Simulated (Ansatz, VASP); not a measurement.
**One calculation of SnO2, two programs**

```xyz
6
Lattice="4.7201 0.0000 0.0000 0.0000 4.7206 0.0000 0.0000 0.0000 3.0399" Properties=species:S:1:pos:R:3 pbc="T T T"
Sn    2.3601    2.3603    1.5222
Sn    0.0000    0.0000   -0.0022
O     1.4443    1.4453   -0.0143
O     3.8044    0.9150    1.5343
O     0.9157    3.8056    1.5343
O     3.2758    3.2753   -0.0143
```

Change from the starting cell: mode 14 frozen in at -0.015 Å, normal strain along z -0.0467.

Alike in both runs: task single point; functional LDA; k mesh 6 × 6 × 8; occupations gaussian, width 0.05 eV; no spin polarisation.

|  | VASP | Ansatz |
| --- | --- | --- |
| version | VASP 6.6.1 | Ansatz 0.2.0 |
| potentials or method | VASP PAW LDA potentials, release 64 (Sn_d, O), cutoff 520 eV | scalar-relativistic, plane waves, PAW |
| valence electrons in the cell | 52 | 52 |

|  | VASP | Ansatz | Ansatz less VASP |
| --- | --- | --- | --- |
| gap on the k mesh at the Fermi level (eV) | 1.94 | 1.92 | -0.027 |
| least direct gap on the mesh (eV) | 1.94 | 1.92 | -0.027 |
| pressure (GPa) | 16.1 | 14.3 | -1.75 |
| traceless stress, the component that is largest in VASP (GPa) | 11.68 | 11.07 | -0.616 |
| rms of the force components (eV/Å) | 0.340 | 0.311 | -0.0289 |

Ansatz warns that its potentials were made for another functional, while VASP's fit it. LDA's correlation is that of Perdew and Zunger in VASP and of Perdew and Wang (1992) in Ansatz. Atom by atom the forces differ by 0.033 eV/Å (rms over components).
